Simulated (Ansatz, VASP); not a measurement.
## Mn3SnH: VASP beside Ansatz

```
Mn Sn H
1.0
     4.00390    0.00000    0.00000
     0.00000    4.00390    0.00000
     0.00000    0.00000    4.00390
Mn Sn H
3 1 1
Direct
  0.50000 0.00000 0.00000
  0.00000 0.50000 0.00000
  0.00000 0.00000 0.50000
  0.50000 0.50000 0.50000
  0.00000 0.00000 0.00000
```

Alike in both runs: task relaxation of cell and atoms; functional PBEsol; k mesh 5 × 5 × 5; occupations fermi-dirac, width 0.1 eV; collinear spin.

|  | VASP | Ansatz |
| --- | --- | --- |
| version | VASP 6.6.1 | Ansatz 0.2.0 |
| potentials or method | VASP PAW PBE potentials, release 64 (Mn_pv, Sn_d, H) | plane waves, PAW |
| plane-wave cutoff (eV) | 600 | 420 |
| valence electrons in the cell | 54 | 60 |

VASP gave:

| Property | Result |
| --- | --- |
| net moment per atom (μB) | 1.24 |
| size of the moment on the site where the two differ most (μB) | 2.06 |
| relaxed volume (Å³/atom) | 10.99 |
| relaxed length of the cell vector where the two differ most in proportion (Å) | 3.801 |

Task: Estimate Ansatz's values.

Result: net moment per atom (μB): 1.24; size of the moment on the site where the two differ most (μB): 1.76; relaxed volume (Å³/atom): 10.99; relaxed length of the cell vector where the two differ most in proportion (Å): 3.802.

VASP's potentials were made for PBE, not for PBEsol. Site moments also hang on the region over which each program counts them. VASP's potentials hold 54 valence electrons a cell and Ansatz's 60, so a difference there can come from the potentials and not from the codes.
